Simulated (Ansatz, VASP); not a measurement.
## PbO2 in VASP and in Ansatz

File INCAR:

```
PREC     = Accurate       # precision mode
ENCUT    = 520            # plane-wave cutoff, eV
EDIFF    = 1E-6           # SCF threshold, eV
ISMEAR   = 0              # smearing method
SIGMA    = 0.1            # smearing width, eV
LREAL    = F              # projectors in reciprocal space
LASPH    = T              # aspherical terms in the spheres
NELM     = 60             # most SCF steps
ALGO     = Normal         # electronic algorithm
ISIF     = 2              # what is computed and relaxed
LWAVE    = F              # write WAVECAR
LCHARG   = F              # write CHGCAR
GGA      = PE             # functional
NBANDS   = 35             # bands
```

Contents of KPOINTS:

```
Automatic mesh
0
Gamma
  10 7 7
```

The input POSCAR:

```
PbO2
1.0
    3.4422955280      0.0000000000      0.0000000000
    0.0000000000      5.0826195414      0.0000000000
    0.0000000000      0.0000000000      5.0826195414
Pb O
2 4
Direct
    0.0000000000      0.0000000000      0.0000000000
    0.5000000000      0.5000000000      0.5000000000
    0.0000000000      0.3080033117      0.3080033117
    0.5000000000      0.1919966883      0.8080033117
    0.5000000000      0.8080033117      0.1919966883
    0.0000000000      0.6919966883      0.6919966883
```

Input for Ansatz:

```yaml
crystal:
  lattice:
    - [3.442295528, 0.0, 0.0]
    - [0.0, 5.0826195414, 0.0]
    - [0.0, 0.0, 5.0826195414]
  atoms:
    - { symbol: Pb, position: [0.0, 0.0, 0.0] }
    - { symbol: Pb, position: [0.5, 0.5, 0.5] }
    - { symbol: O, position: [0.0, 0.3080033117, 0.3080033117] }
    - { symbol: O, position: [0.5, 0.1919966883, 0.8080033117] }
    - { symbol: O, position: [0.5, 0.8080033117, 0.1919966883] }
    - { symbol: O, position: [0.0, 0.6919966883, 0.6919966883] }
basis:
  ecutwfc: 420
kpoints:
  mp_grid: { grid: [10, 7, 7] }
hamiltonian:
  xc: pbe
scf:
  occupations: { method: gaussian, width: 0.1 }
output:
  forces: true
  stress: true
  eigenvalues: true
```

Alike in both runs: task single point; functional PBE; k mesh 10 × 7 × 7; occupations gaussian, width 0.1 eV; no spin polarisation.

```csv
,VASP,Ansatz
version,VASP 6.6.1,Ansatz 0.2.0
potentials or method,"VASP PAW PBE potentials, release 64 (Pb_d, O), cutoff 520 eV","scalar-relativistic, plane waves, PAW"
valence electrons in the cell,52,52
```

Ansatz gave:

| Quantity | Value |
| --- | --- |
| pressure (GPa) | 0.0 |
| traceless stress, the component that is largest in VASP (GPa) | 0.02 |
| rms of the force components (eV/Å) | 0.000 |

Q: What did VASP give for the same quantities?

A: Pressure (GPa): 0.2; traceless stress, the component that is largest in VASP (GPa): 0.15; rms of the force components (eV/Å): 0.005.

Atom by atom the forces differ by 0.005 eV/Å (rms over components).

Spin-orbit coupling is off throughout.
